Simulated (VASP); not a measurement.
# Nb (P6_3/mmc) in VASP: further runs, part 2 of 2

VASP 6.6.1. The steps go on from the part before.

### 3 Relaxation of cell and atoms, RPBE

This run uses another cell than the first one, of 17.98 Å³/atom, 0.844 times its volume.

INCAR

```
SYSTEM = Nb
PREC = Accurate
ENCUT = 600
EDIFF = 1E-6
ISMEAR = -1
SIGMA = 0.1
LREAL = .False.
LASPH = .True.
NELM = 60
ALGO = Normal
ISIF = 3
LWAVE = .False.
LCHARG = .False.
GGA = RP
IBRION = 2
NSW = 80
EDIFFG = -0.01
```

KPOINTS

```
Automatic mesh
0
Gamma
  12 12 7
  0 0 0
```

POSCAR

```
Nb
1.0
    2.9403180252      0.0000000000      0.0000000000
   -1.4701590126      2.5463901050      0.0000000000
    0.0000000000      0.0000000000      4.8015393351
Nb
2
Direct
    0.3333333333      0.6666666667      0.2500000000
    0.6666666667      0.3333333333      0.7500000000
```

Potentials or basis: VASP PAW PBE potentials, release 64 (Nb_sv).

On the command line:

```console
cat potpaw_PBE.64/Nb_sv/POTCAR > POTCAR
mpirun -np 1 vasp_std > vasp.out
```

OUTCAR:

```text
SYSTEM = Nb
   PREC = Accurate
   ENCUT = 600
   EDIFF = 1E-6
   ISMEAR = -1
   LREAL = .False.
   LASPH = .True.
   NELM = 60
   ISIF = 3
   GGA = RP
   IBRION = 2
   NSW = 80
   EDIFFG = -0.01

 ion  position               nearest neighbor table
   1  0.333  0.667  0.250-   2 2.94   2 2.94   2 2.94   2 2.94   2 2.94   2 2.94
   2  0.667  0.333  0.750-   1 2.94   1 2.94   1 2.94   1 2.94   1 2.94   1 2.94

  LATTYP: Found a hexagonal cell.
 ALAT       =     2.9403180252
 C/A-ratio  =     1.6330000000

  Lattice vectors:

 A1 = (   2.9403180252,   0.0000000000,   0.0000000000)
 A2 = (  -1.4701590126,   2.5463901050,   0.0000000000)
 A3 = (   0.0000000000,   0.0000000000,   4.8015393351)

Analysis of symmetry for initial positions (statically):
=====================================================================
 Subroutine PRICEL returns:
 Original cell was already a primitive cell.

[... 767 lines left out ...]
[... ionic steps 4 to 7 ...]

--------------------------------------- Ionic step        8  -------------------------------------------

 number of electron      26.0000002 magnetization

------------------------ aborting loop because EDIFF is reached ----------------------------------------
[... 67 lines left out ...]
--------------------------------------- Ionic step       10  -------------------------------------------

 number of electron      26.0000002 magnetization

 Free energy of the ion-electron system (eV)
  ---------------------------------------------------
  ext. energy  EPLUGINS =         0.00000000
  ---------------------------------------------------
  free energy    TOTEN  =       -18.87636711 eV

  energy without entropy =      -18.78643650  energy(sigma->0) =      -18.83140181

 E-fermi :  10.8894     XC(G=0): -12.1483

 val. band max:       10.8763580858   @ k =   0.2500   0.1667   0.2857
 cond. band min:      10.8962165596   @ k =   0.4167   0.1667   0.0000
 fundamental gap:      0.0198584738
 Fermi energy:        10.8893535577

 k-point     1 :       0.0000    0.0000    0.0000
  band No.  band energies     occupation
      1     -43.9004      2.00000
      2     -43.7859      2.00000
      3     -20.3507      2.00000
      4     -19.4841      2.00000
      5     -19.2661      2.00000
      6     -19.2661      2.00000
[... 500 lines left out ...]
  FREE ENERGIE OF THE ION-ELECTRON SYSTEM (eV)
  ---------------------------------------------------
  free  energy   TOTEN  =       -18.8763671132 eV

  energy  without entropy=      -18.7864364998  energy(sigma->0) =      -18.83140181

 reached required accuracy - stopping structural energy minimisation
```

CONTCAR:

```text
Nb
   1.00000000000000
     2.8844755350028932    0.0000000000000000    0.0000000000000000
    -1.4422377675014466    2.4980290898804349    0.0000000000000000
     0.0000000000000000    0.0000000000000000    5.2677410297101765
  Nb
     2
Direct
     0.3333333332999970    0.6666666667000030    0.2500000000000000
     0.6666666667000030    0.3333333332999970    0.7500000000000000

  0.00000000E+00  0.00000000E+00  0.00000000E+00
  0.00000000E+00  0.00000000E+00  0.00000000E+00
```

Run time: 2.1 min. Hardware: 1 thread of Intel Xeon 6975P-C (Granite Rapids), shared host; peak memory 0.2 GiB.

What came out:

```yaml
Free_energy: -18.8764 eV
Relaxed_volume: 18.98 Å³/atom
Relaxed_cell: a = 2.884 Å, b = 2.884 Å, c = 5.268 Å, α = 90.00°, β = 90.00°, γ = 120.00°
Space_group_after_relaxing_to_0.05_Å: P6_3/mmc (No. 194)
Energy_gained_by_relaxing: 81.4 meV/atom
Ionic_steps: 10
Pressure_after_relaxing: 0.0 GPa
Band_gap_on_the_k_mesh: zero (band 13 reaches 12.41 eV, above the bottom of band 14 at 10.22 eV)
```

The path:
| step | energy change (eV) | largest force (eV/Å) | pressure (GPa) | volume (Å³) |
| --- | --- | --- | --- | --- |
| 1 | 0.0000 | 0.0000 | 9.28 | 35.95 |
| 2 | 0.0358 | 0.0000 | -12.17 | 41.62 |
| 3 | -0.0804 | 0.0000 | -1.91 | 38.42 |
| 4 | -0.1428 | 0.0000 | -2.04 | 38.43 |
| 5 | -0.1600 | 0.0000 | -1.77 | 38.40 |
| 6 | -0.1605 | 0.0000 | -1.67 | 38.39 |
| 7 | -0.1563 | 0.0000 | 3.01 | 37.27 |
| 8 | -0.1627 | 0.0000 | -0.01 | 37.97 |
| 9 | -0.1627 | 0.0000 | 0.00 | 37.97 |
| 10 | -0.1627 | 0.0000 | 0.03 | 37.96 |

Final structure:
```xyz
2
Lattice="2.8845 0.0000 0.0000 -1.4422 2.4980 0.0000 0.0000 0.0000 5.2677" Properties=species:S:1:pos:R:3 pbc="T T T"
Nb    0.0000    1.6654    1.3169
Nb    1.4422    0.8327    3.9508
```

Levels at points of the mesh, in eV from the Fermi level:
```csv
k point,band 10,band 11,band 12,band 13,band 14,band 15,band 16,band 17
"(0.00, 0.00, 0.00)",-3.84,-0.93,0.33,0.33,0.38,0.76,0.76,2.53
"(0.50, 0.00, 0.00)",-3.23,-3.15,-0.50,0.23,0.37,0.74,4.34,5.33
```

Caveat: the PAW data sets were made with another functional, which shifts forces and pressure a little.

### 4 Single point, RPBE

This run uses another cell than the first one, of 19.03 Å³/atom, 0.893 times its volume.

INCAR

```
ALGO     = Normal         # electronic algorithm
EDIFF    = 1E-6           # SCF threshold, eV
ENCUT    = 520            # plane-wave cutoff, eV
GGA      = RP             # functional
ISIF     = 2              # what is computed and relaxed
ISMEAR   = -1             # smearing method
LASPH    = T              # aspherical terms in the spheres
LCHARG   = T              # write CHGCAR
LELF     = T              # ELF
LREAL    = F              # projectors in reciprocal space
LVHAR    = T            
LWAVE    = F              # write WAVECAR
NBANDS   = 20             # bands
NELM     = 80             # most SCF steps
PREC     = Accurate       # precision mode
SIGMA    = 0.1            # smearing width, eV
```

KPOINTS

```
k-points
0
Gamma
  20 20 10
```

POSCAR

```
Nb
1.0
    2.8871329072      0.0000000000      0.0000000000
   -1.4435664536      2.5003304417      0.0000000000
    0.0000000000      0.0000000000      5.2711110743
Nb
2
Direct
    0.3333333333      0.6666666667      0.2500000000
    0.6666666667      0.3333333333      0.7500000000
```

Potentials or basis: VASP PAW PBE potentials, release 64 (Nb_sv).

On the command line:

```console
cat potpaw_PBE.64/Nb_sv/POTCAR > POTCAR
mpirun -np 1 vasp_std > vasp.out
```

OUTCAR:

```text
EDIFF = 1E-6
   ENCUT = 520
   GGA = RP
   ISIF = 2
   ISMEAR = -1
   LASPH = T
   LREAL = F
   NELM = 80
   PREC = Accurate

 ion  position               nearest neighbor table
   1  0.333  0.667  0.250-
   2  0.667  0.333  0.750-

  LATTYP: Found a hexagonal cell.
 ALAT       =     2.8871329072
 C/A-ratio  =     1.8257251203

  Lattice vectors:

 A1 = (   2.8871329072,   0.0000000000,   0.0000000000)
 A2 = (  -1.4435664536,   2.5003304417,   0.0000000000)
 A3 = (   0.0000000000,   0.0000000000,   5.2711110743)

Analysis of symmetry for initial positions (statically):
=====================================================================
 Subroutine PRICEL returns:
 Original cell was already a primitive cell.

 Routine SETGRP: Setting up the symmetry group for a
 hexagonal supercell.

 Subroutine GETGRP returns: Found 24 space group operations
 (whereof 12 operations were pure point group operations)
[... 151 lines left out ...]
  volume of cell :       38.05
 maximum number of plane-waves:      1057
 NGX is ok and might be reduce to    24
   NGX = 11   NGY = 11   NGZ = 19

 number of electron      26.0000002 magnetization

 Free energy of the ion-electron system (eV)
  ---------------------------------------------------
  ext. energy  EPLUGINS =         0.00000000
  ---------------------------------------------------
  free energy    TOTEN  =       -18.87403312 eV

  energy without entropy =      -18.77953300  energy(sigma->0) =      -18.82678306

 E-fermi :  10.8631     XC(G=0): -12.1351

 val. band max:       10.8603866535   @ k =   0.1000   0.0000   0.4000
 cond. band min:      10.8685393675   @ k =   0.1000   0.0500   0.0000
 fundamental gap:      0.0081527139
 Fermi energy:        10.8630732486

 k-point     1 :       0.0000    0.0000    0.0000
  band No.  band energies     occupation
      1     -43.9329      2.00000
      2     -43.8194      2.00000
      3     -20.3805      2.00000
      4     -19.5203      2.00000
      5     -19.3035      2.00000
      6     -19.3035      2.00000
[... 541 lines left out ...]
     19      14.9538      0.00000
     20      19.3220      0.00000

 [... further k-points ...]
[... 5 lines left out ...]
  --------------------------------------------------------------------------------------
  -------------------------------------------------------------------------------------
  Total       -0.0944282     -0.0944282     -0.0704295      0.0000000      0.0000000     -0.0000000
  in kB       -3.9759977     -3.9759977     -2.9655050      0.0000000      0.0000000     -0.0000000
  external PRESSURE =      -3.6391668 kB  Pullay stress =       0.0000000 kB

 VOLUME and BASIS-vectors are now :
 -----------------------------------------------------------------------------
  energy-cutoff  :      520.00
  volume of cell :       38.05
      direct lattice vectors                 reciprocal lattice vectors
     2.887132907  0.000000000  0.000000000     0.346364380  0.199973568  0.000000000
    -1.443566454  2.500330442  0.000000000     0.000000000  0.399947136  0.000000000
     0.000000000  0.000000000  5.271111074     0.000000000  0.000000000  0.189713323

 POSITION                                       TOTAL-FORCE (eV/Angst)
 -----------------------------------------------------------------------------------
     -0.00000      1.66689      1.31778        -0.000000     -0.000000      0.000000
      1.44357      0.83344      3.95333         0.000000      0.000000      0.000000
 -----------------------------------------------------------------------------------
    total drift:                               -0.000000      0.000000     -0.000000

  FREE ENERGIE OF THE ION-ELECTRON SYSTEM (eV)
  ---------------------------------------------------
  free  energy   TOTEN  =       -18.8740331234 eV

  energy  without entropy=      -18.7795330019  energy(sigma->0) =      -18.82678306
```

It took 66 s on 1 thread of Intel Xeon 6975P-C (Granite Rapids), shared host; peak memory 0.28 GiB.

What came out:

```
Free energy            : -18.8740 eV
Pressure               : -0.4 GPa
Band gap on the k mesh : zero (band 13 reaches 12.85 eV, above the bottom of band 14 at 10.11 eV)
```

Stress tensor (GPa, compression positive):
```
-0.40  0.00  0.00
 0.00 -0.40  0.00
 0.00  0.00 -0.30
```

Caveat: the PAW data sets were made with another functional, which shifts forces and pressure a little.

### 5 Summary

| task | cell | k mesh | cutoff (eV) | gap on the mesh (eV) | pressure (GPa) |
| --- | --- | --- | --- | --- | --- |
| single point | a = 2.998, b = 2.998, c = 5.474 Å, angles 90.0, 90.0, 120.0°, 2 atoms | 14 × 14 × 7 | 520 | none | -14.3 |
| relaxation of cell and atoms | relaxed from a = 2.940, b = 2.940, c = 4.802 Å, angles 90.0, 90.0, 120.0°, 2 atoms | 12 × 12 × 7 | 600 | none | 0.0 |
| single point | a = 2.887, b = 2.887, c = 5.271 Å, angles 90.0, 90.0, 120.0°, 2 atoms | 20 × 20 × 10 | 520 | none | -0.4 |

Alike in all rows: level RPBE; potentials or basis VASP PAW PBE potentials, release 64 (Nb_sv); no spin polarisation; smearing fermi-dirac 0.1 eV.

Caveats: the PAW data sets were made with another functional, which shifts forces and pressure a little.

Absolute energies hang on the potentials; compare differences alone.
